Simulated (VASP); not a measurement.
# C (R-3m) in VASP: notebook

Runs on C. Level: PBE+D3(BJ). Tasks: single point.

Program: VASP 6.6.1. These are calculated values, not measurements. Logs are shortened: lines on timing, memory, paths and dates and some standing lists are left out, and cuts for length are marked.

## Step 1: The cell of the first run

It takes space group R-3m (No. 166, trigonal). The conventional cell has a = 2.465 Å, b = 2.465 Å, c = 20.180 Å, α = 90.00°, β = 90.00°, γ = 120.00°. C (site symmetry 3m) has 3 C at 1.42 Å within 1.9 Å. C (site symmetry 3m) has 3 C at 1.42 Å within 1.9 Å.

## Step 2: Single point, PBE+D3(BJ) (strain +0.000 along x and y, -0.030 along z)

Input file INCAR:

```
SYSTEM = C
  ALGO = Normal
  EDIFF = 1E-6
  ENCUT = 520
  GGA = PE
  ISIF = 2
  ISMEAR = 0
  IVDW = 12
  LASPH = .TRUE.
  LCHARG = .FALSE.
  LREAL = .FALSE.
  LWAVE = .FALSE.
  NBANDS = 16
  NELM = 100
  PREC = Accurate
  SIGMA = 0.03
```

Input file KPOINTS:

```
k-points
0
G
  18 18 18
  0 0 0
```

Input file POSCAR:

```
C
1.0
    1.2324394249      0.7115492337      6.7266196704
   -1.2324394249      0.7115492337      6.7266196704
    0.0000000000     -1.4230984675      6.7266196704
C
4
Direct
    0.0811523517      0.0811523517      0.0811523517
    0.9188476483      0.9188476483      0.9188476483
    0.2521616043      0.2521616043      0.2521616043
    0.7478383957      0.7478383957      0.7478383957
```

Potentials or basis: VASP PAW PBE potentials, release 64 (C).

Started as:

```
$ cat potpaw_PBE.64/C/POTCAR > POTCAR
$ mpirun -np 1 vasp_std > vasp.out
```

OUTCAR:

```text
SYSTEM = C
   EDIFF = 1E-6
   ENCUT = 520
   GGA = PE
   ISIF = 2
   ISMEAR = 0
   IVDW = 12
   LASPH = .TRUE.
   LREAL = .FALSE.
   NELM = 100
   PREC = Accurate
 IVDW          = 12

 ion  position               nearest neighbor table
   1  0.081  0.081  0.081-   4 1.42   4 1.42   4 1.42
   2  0.919  0.919  0.919-   3 1.42   3 1.42   3 1.42
   3  0.252  0.252  0.252-   2 1.42   2 1.42   2 1.42
   4  0.748  0.748  0.748-   1 1.42   1 1.42   1 1.42

  LATTYP: Found a trigonal (rhomboedric) cell.
 ALAT       =     6.8755088130
 COS(alpha) =     0.9357384088

  Lattice vectors:

 A1 = (   1.2324394249,   0.7115492337,   6.7266196704)
 A2 = (  -1.2324394249,   0.7115492337,   6.7266196704)
 A3 = (   0.0000000000,  -1.4230984675,   6.7266196704)

Analysis of symmetry for initial positions (statically):
=====================================================================
 Subroutine PRICEL returns:
 Original cell was already a primitive cell.

 Routine SETGRP: Setting up the symmetry group for a
 trigonal (rhombohedral) supercell.

 Subroutine GETGRP returns: Found 12 space group operations
 (whereof 12 operations were pure point group operations)
 out of a pool of 12 trial point group operations.

The static configuration has the point symmetry D_3d.

Analysis of symmetry for dynamics (positions and initial velocities):
=====================================================================
 Subroutine PRICEL returns:
 Original cell was already a primitive cell.

 Routine SETGRP: Setting up the symmetry group for a
 trigonal (rhombohedral) supercell.

 Subroutine GETGRP returns: Found 12 space group operations
 (whereof 12 operations were pure point group operations)
 out of a pool of 12 trial point group operations.

The dynamic configuration has the point symmetry D_3d.

 Subroutine INISYM returns: Found 12 space group operations
 (whereof 12 operations are pure point group operations),
 and found     1 'primitive' translations

----------------------------------------------------------------------------------------

                                     Primitive cell

  volume of cell :      35.3931

  direct lattice vectors                    reciprocal lattice vectors
     1.232439425  0.711549234  6.726619670     0.405699453  0.234230688  0.049554360
    -1.232439425  0.711549234  6.726619670    -0.405699453  0.234230688  0.049554360
     0.000000000 -1.423098468  6.726619670     0.000000000 -0.468461376  0.049554360

  length of vectors
     6.875508813  6.875508813  6.875508813     0.471075043  0.471075043  0.471075043

  position of ions in fractional coordinates (direct lattice)
     0.081152352  0.081152352  0.081152352
     0.918847648  0.918847648  0.918847648
     0.252161604  0.252161604  0.252161604
     0.747838396  0.747838396  0.747838396

  ion indices of the primitive-cell ions
   primitive index   ion index
                 1           1
                 2           2
                 3           3
                 4           4

----------------------------------------------------------------------------------------

 KPOINTS: k-points

Automatic generation of k-mesh.
 Grid dimensions read from file:
 generate k-points for:   18   18   18

 Generating k-lattice:

  Cartesian coordinates                     Fractional coordinates (reciprocal lattice)
     0.022538858  0.013012816  0.002753020     0.055555556  0.000000000 -0.000000000
    -0.022538858  0.013012816  0.002753020     0.000000000  0.055555556 -0.000000000
     0.000000000 -0.026025632  0.002753020    -0.000000000 -0.000000000  0.055555556

  Length of vectors
     0.026170836  0.026170836  0.026170836

  Shift w.r.t. Gamma in fractional coordinates (k-lattice)
     0.000000000  0.000000000  0.000000000

 Subroutine IBZKPT returns following result:
 ===========================================

 Found    580 irreducible k-points:

 Following reciprocal coordinates:
            Coordinates               Weight
  0.000000  0.000000  0.000000      1.000000
  0.055556 -0.000000  0.000000      6.000000
  0.111111 -0.000000  0.000000      6.000000
  0.166667  0.000000  0.000000      6.000000
  0.222222  0.000000  0.000000      6.000000
  0.277778  0.000000  0.000000      6.000000
[... 16 lines left out ...]
 -0.277778  0.055556 -0.000000     12.000000
 -0.222222  0.055556 -0.000000     12.000000
 [... further k-points ...]
   k-points           NKPTS =    580   k-points in BZ     NKDIM =    580   number of bands    NBANDS=     16
   number of dos      NEDOS =    301   number of ions     NIONS =      4
   total plane-waves  NPLWV = 157464
   dimension x,y,z NGX =    54 NGY =   54 NGZ =   54
   dimension x,y,z NGXF=   108 NGYF=  108 NGZF=  108
   ions per type =               4
   NGX,Y,Z   is equivalent  to a cutoff of  13.06, 13.06, 13.06 a.u.
   NGXF,Y,Z  is equivalent  to a cutoff of  26.11, 26.11, 26.11 a.u.
 SYSTEM =  C
   PREC   = accura    normal or accurate (medium, high low for compatibility)
   ISTART =      0    job   : 0-new  1-cont  2-samecut
   ICHARG =      2    charge: 1-file 2-atom 10-const
   ISPIN  =      1    spin polarized calculation?
   LNONCOLLINEAR =      F non collinear calculations
   LSORBIT =      F    spin-orbit coupling
   LASPH  =      T    aspherical Exc in radial PAW
   ENCUT  =  520.0 eV  38.22 Ry    6.18 a.u.  12.78 12.78 12.78*2*pi/ulx,y,z
   NELM   =    100;   NELMIN=  2; NELMDL= -5     # of ELM steps
   EDIFF  = 0.1E-05   stopping-criterion for ELM
   LREAL  =      F    real-space projection
[... 7 lines left out ...]
   TEBEG  =    0.0;   TEEND  =   0.0 temperature during run
   PSTRESS=    0.0 pullay stress
   NELECT =      16.0000    total number of electrons
   NUPDOWN=      -1.0000    fix difference up-down
   EMIN   =  10.00;   EMAX   =-10.00  energy-range for DOS
   EFERMI =   0.00;   METHOD = LEGACY
   ISMEAR =     0;   SIGMA  =   0.03  broadening in eV -4-tet -1-fermi 0-gaus
   EFERMI_NEDOS =   21; number of points for ismear=-14 and -15
   IALGO  =     38    algorithm
   IMIX   =      4    mixing-type and parameters
     AMIX     =   0.40;   BMIX     =  1.00
     AMIX_MAG =   1.60;   BMIX_MAG =  1.00
  volume/ion in A,a.u.               =       8.85        59.71
  Fermi-wavevector in a.u.,A,eV,Ry     =   1.256441  2.374328 21.478739  1.578643
  Thomas-Fermi vector in A             =   2.390148
   LORBIT       =      0    0 simple, 1 ext, 2 COOP (PROOUT), +10 PAW based schemes
   GGA     = PE    functional components
   LHFCALC =     F    Hartree Fock is set to
   AEXX    =    0.0000 exact exchange contribution
   IVDW    =    12    specifies the selected vdW correction
   LEPSILON=     F    determine dielectric tensor
   LRPA    =     F    only Hartree local field effects (RPA)
 non-spin polarized calculation
 Gauss-broadening in eV      SIGMA  =   0.03
  energy-cutoff  :      520.00
  volume of cell :       35.39
 maximum number of plane-waves:       971
 NGX is ok and might be reduce to    54
   NGX = 25   NGY = 25   NGZ = 25

 number of electron      16.0000000 magnetization

 Free energy of the ion-electron system (eV)
  ---------------------------------------------------
  ext. energy  EPLUGINS =         0.00000000
  ---------------------------------------------------
  free energy    TOTEN  =       -36.82569603 eV

  energy without entropy =      -36.82569603  energy(sigma->0) =      -36.82569603

 E-fermi :   4.6523     XC(G=0): -10.2967

 val. band max:        4.5116177698   @ k =  -0.3333   0.3333   0.0000
 cond. band min:       4.8102899716   @ k =  -0.3333   0.3333   0.0000
 fundamental gap:      0.2986722017
 Fermi energy:         4.6522972109

 k-point     1 :       0.0000    0.0000    0.0000
  band No.  band energies     occupation
      1     -14.9900      2.00000
      2     -14.6888      2.00000
      3      -3.8506      2.00000
      4      -1.8874      2.00000
      5       1.6565      2.00000
      6       1.6565      2.00000
[... 8 lines left out ...]
     15      16.0918      0.00000
     16      16.1322      0.00000

 k-point     2 :       0.0556   -0.0000    0.0000
  band No.  band energies     occupation
      1     -14.9160      2.00000
      2     -14.6167      2.00000
      3      -3.7599      2.00000
      4      -1.8056      2.00000
      5       1.3536      2.00000
      6       1.3651      2.00000
[... 8 lines left out ...]
     15      15.8350      0.00000
     16      15.8863      0.00000

 k-point     3 :       0.1111   -0.0000    0.0000
  band No.  band energies     occupation
      1     -14.6946      2.00000
      2     -14.4006      2.00000
      3      -3.4885      2.00000
      4      -1.5611      2.00000
      5       0.5280      2.00000
      6       0.5534      2.00000
[... 8 lines left out ...]
     15      15.1919      0.00000
     16      15.4646      0.00000

 k-point     4 :       0.1667    0.0000    0.0000
  band No.  band energies     occupation
      1     -14.3268      2.00000
      2     -14.0416      2.00000
      3      -3.0395      2.00000
      4      -1.1575      2.00000
      5      -0.6559      2.00000
      6      -0.6136      2.00000
[... 8 lines left out ...]
     15      15.5648      0.00000
     16      15.7482      0.00000
[... 324 lines left out ...]
 k-point    22 :      -0.3333    0.0556    0.0000
  band No.  band energies     occupation
      1     -11.8804      2.00000
      2     -11.6434      2.00000
      3      -5.6855      2.00000
      4      -5.5789      2.00000
      5      -1.5267      2.00000
      6      -1.5076      2.00000
[... 8 lines left out ...]
     15      19.3012      0.00000
     16      20.8073      0.00000

 k-point    23 :      -0.2778    0.0556   -0.0000
  band No.  band energies     occupation
      1     -12.7329      2.00000
      2     -12.4781      2.00000
      3      -4.2356      2.00000
      4      -4.1507      2.00000
      5      -1.1433      2.00000
      6      -1.1118      2.00000
[... 8 lines left out ...]
     15      18.9218      0.00000
     16      19.3139      0.00000

 k-point    24 :      -0.2222    0.0556   -0.0000
  band No.  band energies     occupation
      1     -13.4537      2.00000
      2     -13.1836      2.00000
      3      -2.7741      2.00000
      4      -2.7109      2.00000
      5      -1.9956      2.00000
      6      -0.5866      2.00000
[... 8 lines left out ...]
     15      17.5287      0.00000
     16      17.6465      0.00000

 [... further k-points ...]

------------------------ aborting loop because EDIFF is reached ----------------------------------------

 Edisp (eV)   -0.62373

 E8    (eV) :    -0.1767

  FORCE on cell =-STRESS in cart. coord.  units (eV):
  Direction    XX          YY          ZZ          XY          YZ          ZX
  --------------------------------------------------------------------------------------
  -------------------------------------------------------------------------------------
  Total       0.12192     0.12192     0.23496    -0.00000    -0.00000     0.00000
  in kB       5.51893     5.51893    10.63605    -0.00000    -0.00000     0.00000
  external pressure =        7.22 kB  Pullay stress =        0.00 kB

 VOLUME and BASIS-vectors are now :
 -----------------------------------------------------------------------------
  energy-cutoff  :      520.00
  volume of cell :       35.39
      direct lattice vectors                 reciprocal lattice vectors
     1.232439425  0.711549234  6.726619670     0.405699453  0.234230688  0.049554360
    -1.232439425  0.711549234  6.726619670    -0.405699453  0.234230688  0.049554360
     0.000000000 -1.423098468  6.726619670     0.000000000 -0.468461376  0.049554360

 POSITION                                       TOTAL-FORCE (eV/Angst)
 -----------------------------------------------------------------------------------
      0.00000     -0.00000      1.63764         0.000000      0.000000     -0.002018
      0.00000     -0.00000     18.54222         0.000000     -0.000000      0.002018
      0.00000     -0.00000      5.08859         0.000000      0.000000     -0.003930
      0.00000     -0.00000     15.09127         0.000000     -0.000000      0.003930
 -----------------------------------------------------------------------------------
    total drift:                               -0.000000     -0.000000      0.000000

  FREE ENERGIE OF THE ION-ELECTRON SYSTEM (eV)
  ---------------------------------------------------
  free  energy   TOTEN  =       -37.4494226143 eV

  energy  without entropy=      -37.4494226143  energy(sigma->0) =      -37.44942261
```

Run time: 18 min. Hardware: 1 thread of AMD EPYC 9R45 (Zen 5), shared host; peak memory 0.5 GiB.

Results:

* Free energy: -37.4494 eV
* Pressure: 0.7 GPa
* Largest force: 0.004 eV/Å
* Dispersion energy per atom: -0.156 eV

Forces in eV/Å, atoms in the order of the input:
```
C    0.000  0.000 -0.002
C    0.000  0.000  0.002
C    0.000  0.000 -0.004
C    0.000  0.000  0.004
```

Stress tensor (GPa, compression positive):
```
0.55 0.00 0.00
0.00 0.55 0.00
0.00 0.00 1.06
```

Caveat: the cell differs from its parent crystal (strain +0.000 along x and y, -0.030 along z).

## Step 3: Single point, PBE+D3(BJ) (strain -0.015 along x and y, +0.000 along z)

Input file INCAR:

```
SYSTEM = C
ALGO     = Normal         ! electronic algorithm
EDIFF    = 1E-7           ! SCF threshold, eV
ENCUT    = 520            ! plane-wave cutoff, eV
GGA      = PE             ! functional
ISIF     = 2              ! what is computed and relaxed
ISMEAR   = 0              ! smearing method
IVDW     = 12             ! dispersion correction
LASPH    = .True.         ! aspherical terms in the spheres
LCHARG   = .False.        ! write CHGCAR
LREAL    = .False.        ! projectors in reciprocal space
LWAVE    = .False.        ! write WAVECAR
NBANDS   = 16             ! bands
NELM     = 100            ! most SCF steps
PREC     = Accurate       ! precision mode
SIGMA    = 0.03           ! smearing width, eV
```

Input file KPOINTS:

```
k-points
0
Gamma
  18 18 18
  0 0 0
```

Input file POSCAR:

```
C
1.0
    1.2139528335      0.7008759952      6.9346594540
   -1.2139528335      0.7008759952      6.9346594540
    0.0000000000     -1.4017519905      6.9346594540
C
4
Direct
    0.0811523517      0.0811523517      0.0811523517
    0.9188476483      0.9188476483      0.9188476483
    0.2521616043      0.2521616043      0.2521616043
    0.7478383957      0.7478383957      0.7478383957
```

Potentials or basis: VASP PAW PBE potentials, release 64 (C).

Started as:

```
$ cat potpaw_PBE.64/C/POTCAR > POTCAR
$ mpirun -np 1 vasp_std > vasp.out
```

Wall time 19 min (1 thread of AMD EPYC 9R45 (Zen 5), shared host); peak memory 0.5 GiB.

It converged, with:

| Item | Value |
| --- | --- |
| Free energy | -37.3795 eV |
| Pressure | 14.2 GPa |
| Dispersion energy per atom | -0.150 eV |

Forces on the atoms (eV/Å):
```
C    0.000  0.000  0.002
C    0.000  0.000 -0.002
C    0.000  0.000 -0.001
C    0.000  0.000  0.001
```

Stress tensor (GPa, compression positive):
```
21.41  0.00  0.00
 0.00 21.41  0.00
 0.00  0.00 -0.22
```

Caveat: the cell differs from its parent crystal (strain -0.015 along x and y, +0.000 along z); the cell stands under pressure.

## Step 4: Single point, PBE+D3(BJ) (strain +0.000 along x and y, -0.015 along z)

Input file INCAR:

```
  PREC = Accurate
  ENCUT = 520
  EDIFF = 1E-6
  ISMEAR = 0
  SIGMA = 0.03
  LREAL = False
  LASPH = True
  NELM = 100
  ALGO = Normal
  ISIF = 2
  LWAVE = False
  LCHARG = True
  GGA = PE
  IVDW = 12
  LELF = True
  LVHAR = True
  NBANDS = 16
```

Input file KPOINTS:

```
regular mesh
0
Gamma
  18 18 18
```

Input file POSCAR:

```
C
1.0
    1.2324394249      0.7115492337      6.8306395622
   -1.2324394249      0.7115492337      6.8306395622
    0.0000000000     -1.4230984675      6.8306395622
C
4
Direct
    0.0811523517      0.0811523517      0.0811523517
    0.9188476483      0.9188476483      0.9188476483
    0.2521616043      0.2521616043      0.2521616043
    0.7478383957      0.7478383957      0.7478383957
```

Started as:

```
$ cat potpaw_PBE.64/C/POTCAR > POTCAR
$ mpirun -np 1 vasp_std > vasp.out
```

It took 18 min on 1 thread of AMD EPYC 9R45 (Zen 5), shared host; peak memory 0.51 GiB.

Results (log left out):

| Item | Value |
| --- | --- |
| Free energy | -37.4523 eV |
| Pressure | 0.6 GPa |
| Dispersion energy per atom | -0.153 eV |

Forces on the atoms (eV/Å):
```
C    0.000  0.000 -0.001
C    0.000  0.000  0.001
C    0.000  0.000 -0.002
C    0.000  0.000  0.002
```

Stress tensor (GPa, compression positive):
```
0.62 0.00 0.00
0.00 0.62 0.00
0.00 0.00 0.42
```

Caveat: the cell differs from its parent crystal (strain +0.000 along x and y, -0.015 along z).

## Step 5: Overview

```csv
cell,pressure (GPa)
"a = 6.876 Å, angles 20.7°, 4 atoms",0.7
"a = 7.075 Å, angles 19.8°, 4 atoms",14.2
"a = 6.977 Å, angles 20.3°, 4 atoms",0.6
```

Alike in all rows: task single point; level PBE+D3(BJ); potentials or basis VASP PAW PBE potentials, release 64 (C); no spin polarisation; k mesh 18 × 18 × 18; cutoff (eV) 520; smearing gaussian 0.03 eV.

Caveats: the cell stands under pressure (at least some runs).

Total energies depend on the potentials used, so only differences within one code and one set of settings carry meaning.
